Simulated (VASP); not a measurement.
# B (I4/mmm) in VASP: notebook

Runs on B. Level: PBE. Tasks: single point, relaxation of cell and atoms.

Program: VASP 6.6.1. These are calculated values, not measurements. Logs are shortened: lines on timing, memory, paths and dates and some standing lists are left out, and cuts for length are marked.

## 1. The cell of the first run

It takes space group I4/mmm (No. 139, tetragonal). Conventional cell: a = 2.013 Å, b = 2.013 Å, c = 2.907 Å, α = 90.00°, β = 90.00°, γ = 90.00°. B (site symmetry 4/mmm) has 12 B at 2.01 to 2.03 Å within 2.7 Å.

This isn't the form of B at room conditions, which is rhombohedral.

## 2. Single point, PBE

INCAR reads:

```
SYSTEM = B
PREC = Accurate ; ENCUT = 520
EDIFF = 1E-6 ; ISMEAR = 0
SIGMA = 0.1 ; LREAL = .FALSE.
LASPH = .TRUE. ; NELM = 100
ALGO = Normal ; ISIF = 2
LWAVE = .FALSE. ; LCHARG = .FALSE.
GGA = PE ; NBANDS = 8
```

KPOINTS reads:

```
regular mesh
0
G
  30 30 30
  0 0 0
```

POSCAR reads:

```
B
1.0
   -1.0063769770      1.0063769770      1.4532863751
    1.0063769770     -1.0063769770      1.4532863751
    1.0063769770      1.0063769770     -1.4532863751
B
1
Direct
    0.0000000000      0.0000000000      0.0000000000
```

Potentials or basis: VASP PAW PBE potentials, release 64 (B).

Launch:

```console
$ cat potpaw_PBE.64/B/POTCAR > POTCAR
$ mpirun -np 1 vasp_std > vasp.out
```

OUTCAR:

```text
SYSTEM = B
   PREC = Accurate
   ENCUT = 520
   EDIFF = 1E-6
   ISMEAR = 0
   LREAL = .FALSE.
   LASPH = .TRUE.
   NELM = 100
   ISIF = 2
   GGA = PE

 ion  position               nearest neighbor table
   1  0.000  0.000  0.000-

  LATTYP: Found a body centered tetragonal cell.
 ALAT       =     2.0127539540
 C/A-ratio  =     1.4440775259

  Lattice vectors:

 A1 = (  -1.0063769770,   1.0063769770,   1.4532863751)
 A2 = (   1.0063769770,  -1.0063769770,   1.4532863751)
 A3 = (   1.0063769770,   1.0063769770,  -1.4532863751)

Analysis of symmetry for initial positions (statically):
=====================================================================
 Subroutine PRICEL returns:
 Original cell was already a primitive cell.

 Routine SETGRP: Setting up the symmetry group for a
 body centered tetragonal supercell.

 Subroutine GETGRP returns: Found 16 space group operations
 (whereof 16 operations were pure point group operations)
 out of a pool of 16 trial point group operations.

The static configuration has the point symmetry D_4h.

Analysis of symmetry for dynamics (positions and initial velocities):
=====================================================================
 Subroutine PRICEL returns:
 Original cell was already a primitive cell.

 Routine SETGRP: Setting up the symmetry group for a
 body centered tetragonal supercell.

 Subroutine GETGRP returns: Found 16 space group operations
 (whereof 16 operations were pure point group operations)
 out of a pool of 16 trial point group operations.

The dynamic configuration has the point symmetry D_4h.

 Subroutine INISYM returns: Found 16 space group operations
 (whereof 16 operations are pure point group operations),
 and found     1 'primitive' translations

----------------------------------------------------------------------------------------

                                     Primitive cell

  volume of cell :       5.8875

  direct lattice vectors                    reciprocal lattice vectors
    -1.006376977  1.006376977  1.453286375     0.000000000  0.496831716  0.344047814
     1.006376977 -1.006376977  1.453286375     0.496831716  0.000000000  0.344047814
     1.006376977  1.006376977 -1.453286375     0.496831716  0.496831716  0.000000000

  length of vectors
     2.034116646  2.034116646  2.034116646     0.604326610  0.604326610  0.702626150

  position of ions in fractional coordinates (direct lattice)
     0.000000000  0.000000000  0.000000000

  ion indices of the primitive-cell ions
   primitive index   ion index
                 1           1

----------------------------------------------------------------------------------------

 KPOINTS: regular mesh

Automatic generation of k-mesh.
 Grid dimensions read from file:
 generate k-points for:   30   30   30

 Generating k-lattice:

  Cartesian coordinates                     Fractional coordinates (reciprocal lattice)
     0.000000000  0.016561057  0.011468260     0.033333333 -0.000000000  0.000000000
     0.016561057  0.000000000  0.011468260    -0.000000000  0.033333333  0.000000000
     0.016561057  0.016561057  0.000000000     0.000000000  0.000000000  0.033333333

  Length of vectors
     0.020144220  0.020144220  0.023420872

  Shift w.r.t. Gamma in fractional coordinates (k-lattice)
     0.000000000  0.000000000  0.000000000

 Subroutine IBZKPT returns following result:
 ===========================================

 Found   1992 irreducible k-points:

 Following reciprocal coordinates:
            Coordinates               Weight
  0.000000  0.000000  0.000000      1.000000
  0.033333  0.000000 -0.000000      8.000000
  0.066667  0.000000 -0.000000      8.000000
  0.100000  0.000000  0.000000      8.000000
  0.133333  0.000000 -0.000000      8.000000
  0.166667  0.000000 -0.000000      8.000000
[... 16 lines left out ...]
  0.233333  0.033333 -0.000000     16.000000
  0.266667  0.033333 -0.000000     16.000000
 [... further k-points ...]
   k-points           NKPTS =   1992   k-points in BZ     NKDIM =   1992   number of bands    NBANDS=      8
   number of dos      NEDOS =    301   number of ions     NIONS =      1
   total plane-waves  NPLWV =   4096
   dimension x,y,z NGX =    16 NGY =   16 NGZ =   16
   dimension x,y,z NGXF=    32 NGYF=   32 NGZF=   32
   ions per type =               1
   NGX,Y,Z   is equivalent  to a cutoff of  13.08, 13.08, 13.08 a.u.
   NGXF,Y,Z  is equivalent  to a cutoff of  26.15, 26.15, 26.15 a.u.
 SYSTEM =  B
   PREC   = accura    normal or accurate (medium, high low for compatibility)
   ISTART =      0    job   : 0-new  1-cont  2-samecut
   ICHARG =      2    charge: 1-file 2-atom 10-const
   ISPIN  =      1    spin polarized calculation?
   LNONCOLLINEAR =      F non collinear calculations
   LSORBIT =      F    spin-orbit coupling
   LASPH  =      T    aspherical Exc in radial PAW
   ENCUT  =  520.0 eV  38.22 Ry    6.18 a.u.   3.78  3.78  3.78*2*pi/ulx,y,z
   NELM   =    100;   NELMIN=  2; NELMDL= -5     # of ELM steps
   EDIFF  = 0.1E-05   stopping-criterion for ELM
   LREAL  =      F    real-space projection
   EDIFFG = 0.1E-04   stopping-criterion for IOM
   NSW    =      0    number of steps for IOM
   IBRION =     -1    ionic relax: 0-MD 1-quasi-New 2-CG
   NFREE  =      0    steps in history (QN), initial steepest desc. (CG)
   ISIF   =      2    stress and relaxation
   ISYM   =      2    0-nonsym 1-usesym 2-fastsym
   POTIM  = 0.5000    time-step for ionic-motion
   TEBEG  =    0.0;   TEEND  =   0.0 temperature during run
   PSTRESS=    0.0 pullay stress
   NELECT =       3.0000    total number of electrons
   NUPDOWN=      -1.0000    fix difference up-down
   EMIN   =  10.00;   EMAX   =-10.00  energy-range for DOS
   EFERMI =   0.00;   METHOD = LEGACY
   ISMEAR =     0;   SIGMA  =   0.10  broadening in eV -4-tet -1-fermi 0-gaus
   EFERMI_NEDOS =   21; number of points for ismear=-14 and -15
   IALGO  =     38    algorithm
   IMIX   =      4    mixing-type and parameters
     AMIX     =   0.40;   BMIX     =  1.00
     AMIX_MAG =   1.60;   BMIX_MAG =  1.00
  volume/ion in A,a.u.               =       5.89        39.73
  Fermi-wavevector in a.u.,A,eV,Ry     =   1.307588  2.470984 23.263070  1.709787
  Thomas-Fermi vector in A             =   2.438313
   LORBIT       =      0    0 simple, 1 ext, 2 COOP (PROOUT), +10 PAW based schemes
   GGA     = PE    functional components
   LHFCALC =     F    Hartree Fock is set to
   AEXX    =    0.0000 exact exchange contribution
   IVDW    =     0    specifies the selected vdW correction
   LEPSILON=     F    determine dielectric tensor
   LRPA    =     F    only Hartree local field effects (RPA)
 non-spin polarized calculation
 Gauss-broadening in eV      SIGMA  =   0.10
  energy-cutoff  :      520.00
  volume of cell :        5.89
 maximum number of plane-waves:       169
   NGX =  7   NGY =  7   NGZ =  7

 number of electron       3.0000000 magnetization

 Free energy of the ion-electron system (eV)
  ---------------------------------------------------
  ext. energy  EPLUGINS =         0.00000000
  ---------------------------------------------------
  free energy    TOTEN  =        -5.35000239 eV

  energy without entropy =       -5.34887641  energy(sigma->0) =       -5.34943940

 E-fermi :  10.6020     XC(G=0): -13.0215

 val. band max:       10.6013328139   @ k =   0.2667   0.1000   0.1000
 cond. band min:      10.6019719648   @ k =   0.4667   0.4667   0.0333
 fundamental gap:      0.0006391508
 Fermi energy:        10.6019640310

 k-point     1 :       0.0000    0.0000    0.0000
  band No.  band energies     occupation
      1      -8.6263      2.00000
      2      26.5550      0.00000
      3      26.5644      0.00000
      4      26.5644      0.00000
      5      42.8719      0.00000
      6      43.1635      0.00000
      7      43.1635      0.00000
      8      46.8158      0.00000

 k-point     2 :       0.0333    0.0000   -0.0000
  band No.  band energies     occupation
      1      -8.5777      2.00000
      2      26.3202      0.00000
      3      26.5018      0.00000
      4      26.5185      0.00000
      5      42.3603      0.00000
      6      43.0950      0.00000
      7      43.2770      0.00000
      8      47.8487      0.00000

 k-point     3 :       0.0667    0.0000   -0.0000
  band No.  band energies     occupation
      1      -8.4320      2.00000
      2      25.6076      0.00000
      3      26.3399      0.00000
      4      26.3863      0.00000
      5      41.2860      0.00000
      6      43.4017      0.00000
      7      43.6007      0.00000
      8      49.8825      0.00000

 k-point     4 :       0.1000    0.0000    0.0000
  band No.  band energies     occupation
      1      -8.1892      2.00000
      2      24.4663      0.00000
      3      26.0918      0.00000
      4      26.1834      0.00000
      5      40.4622      0.00000
      6      43.8498      0.00000
      7      44.0784      0.00000
      8      51.0238      0.00000

 k-point     5 :       0.1333    0.0000   -0.0000
  band No.  band energies     occupation
      1      -7.8494      2.00000
      2      22.9773      0.00000
      3      25.7832      0.00000
      4      25.9308      0.00000
      5      39.9993      0.00000
      6      44.2718      0.00000
      7      44.5975      0.00000
      8      49.9657      0.00000
[... 177 lines left out ...]
 k-point    22 :       0.2000    0.0333   -0.0000
  band No.  band energies     occupation
      1      -6.6433      2.00000
      2      18.7514      0.00000
      3      24.4836      0.00000
      4      25.5285      0.00000
      5      39.9867      0.00000
      6      43.4431      0.00000
      7      44.6012      0.00000
      8      48.1843      0.00000

 k-point    23 :       0.2333    0.0333   -0.0000
  band No.  band energies     occupation
      1      -5.9844      2.00000
      2      16.7927      0.00000
      3      24.1898      0.00000
      4      25.2033      0.00000
      5      40.3864      0.00000
      6      42.6112      0.00000
      7      43.8856      0.00000
      8      47.6139      0.00000

 k-point    24 :       0.2667    0.0333   -0.0000
  band No.  band energies     occupation
      1      -5.2322      2.00000
      2      14.8333      0.00000
      3      23.9352      0.00000
      4      24.8840      0.00000
      5      40.8715      0.00000
      6      41.7604      0.00000
      7      43.1094      0.00000
      8      46.9280      0.00000

 [... further k-points ...]
[... 5 lines left out ...]
  --------------------------------------------------------------------------------------
  -------------------------------------------------------------------------------------
  Total        0.0016010      0.0016010      0.0001864      0.0000000      0.0000000      0.0000000
  in kB        0.4356755      0.4356755      0.0507122      0.0000000      0.0000000      0.0000000
  external PRESSURE =       0.3073544 kB  Pullay stress =       0.0000000 kB

 VOLUME and BASIS-vectors are now :
 -----------------------------------------------------------------------------
  energy-cutoff  :      520.00
  volume of cell :        5.89
      direct lattice vectors                 reciprocal lattice vectors
    -1.006376977  1.006376977  1.453286375     0.000000000  0.496831716  0.344047814
     1.006376977 -1.006376977  1.453286375     0.496831716  0.000000000  0.344047814
     1.006376977  1.006376977 -1.453286375     0.496831716  0.496831716  0.000000000

 POSITION                                       TOTAL-FORCE (eV/Angst)
 -----------------------------------------------------------------------------------
      0.00000      0.00000      0.00000         0.000000      0.000000      0.000000
 -----------------------------------------------------------------------------------
    total drift:                                0.000000     -0.000000      0.000000

  FREE ENERGIE OF THE ION-ELECTRON SYSTEM (eV)
  ---------------------------------------------------
  free  energy   TOTEN  =        -5.3500023901 eV

  energy  without entropy=       -5.3488764136  energy(sigma->0) =       -5.34943940
```

Run time: 37 s. Hardware: 1 thread of Intel Xeon 8259CL, shared host; peak memory 0.18 GiB.

Results:

| Item | Value |
| --- | --- |
| Free energy | -5.3500 eV |
| Pressure | 0.0 GPa |
| Band gap on the k mesh | zero (an odd number of electrons rules out a gap without spin polarisation) |

## 3. Relaxation of cell and atoms, PBE

This run uses another cell than the first one, of 5.91 Å³/atom.

INCAR reads:

```
SYSTEM = B
PREC     = Accurate       ! precision mode
ENCUT    = 600            ! plane-wave cutoff, eV
EDIFF    = 1E-6           ! SCF threshold, eV
ISMEAR   = 0              ! smearing method
SIGMA    = 0.1            ! smearing width, eV
LREAL    = .False.        ! projectors in reciprocal space
LASPH    = .True.         ! aspherical terms in the spheres
NELM     = 100            ! most SCF steps
ALGO     = Normal         ! electronic algorithm
ISIF     = 3              ! what is computed and relaxed
LWAVE    = .False.        ! write WAVECAR
LCHARG   = .False.        ! write CHGCAR
GGA      = PE             ! functional
IBRION   = 2              ! ionic algorithm
NSW      = 100            ! ionic steps
EDIFFG   = -0.01          ! ionic threshold
```

KPOINTS reads:

```
Automatic mesh
0
Gamma
  30 30 30
  0 0 0
```

POSCAR reads:

```
B
1.0
   -0.9908442122      0.9908442122      1.5047860826
    0.9908442122     -0.9908442122      1.5047860826
    0.9908442122      0.9908442122     -1.5047860826
B
1
Direct
    0.0000000000      0.0000000000      0.0000000000
```

Potentials or basis: VASP PAW PBE potentials, release 64 (B).

Launch:

```console
$ cat potpaw_PBE.64/B/POTCAR > POTCAR
$ mpirun -np 1 vasp_std > vasp.out
```

Run time: 4.2 min. Hardware: 1 thread of AMD EPYC 7R13, shared host; peak memory 0.15 GiB.

It converged, with:

```yaml
Free_energy: -5.3512 eV
Relaxed_volume: 5.89 Å³/atom
Relaxed_cell: a = 2.034 Å, b = 2.034 Å, c = 2.034 Å, α = 120.66°, β = 120.66°, γ = 88.85°
Space_group_after_relaxing_to_0.1_Å: Fm-3m (No. 225)
Energy_gained_by_relaxing: 9.4 meV/atom
Ionic_steps: 9
Pressure_after_relaxing: 0.0 GPa
Band_gap_on_the_k_mesh: zero (an odd number of electrons rules out a gap without spin polarisation)
```

Stress tensor (GPa, compression positive):
```
-0.10  0.00  0.00
 0.00 -0.10  0.00
 0.00  0.00  0.11
```

The path:
```csv
step,energy change (eV),largest force (eV/Å),pressure (GPa),volume (Å³)
1,0.0000,0.0000,0.21,5.91
2,-0.0073,0.0000,-0.89,5.91
3,-0.0084,0.0000,-1.24,5.92
4,-0.0092,0.0000,-1.38,5.92
5,-0.0092,0.0000,-1.38,5.92
6,-0.0092,0.0000,-1.40,5.92
7,-0.0092,0.0000,-1.39,5.92
8,-0.0093,0.0000,0.98,5.87
9,-0.0094,0.0000,-0.03,5.89
```

Final structure:
```
B
1.0
    -1.00668    1.00668    1.45241
     1.00668   -1.00668    1.45241
     1.00668    1.00668   -1.45241
B
1
Direct
  0.00000 0.00000 0.00000
```

Levels at points of the mesh, in eV from the Fermi level:
```csv
k point,band 1,band 2,band 3,band 4
"(0.00, 0.00, 0.00)",-19.23,15.95,15.96,15.96
"(0.50, 0.00, 0.00)",-10.04,-5.68,12.70,13.31
"(0.50, 0.50, 0.00)",-7.09,-0.02,5.73,6.04
"(0.50, 0.50, 0.50)",-7.55,-0.84,6.44,6.44
```
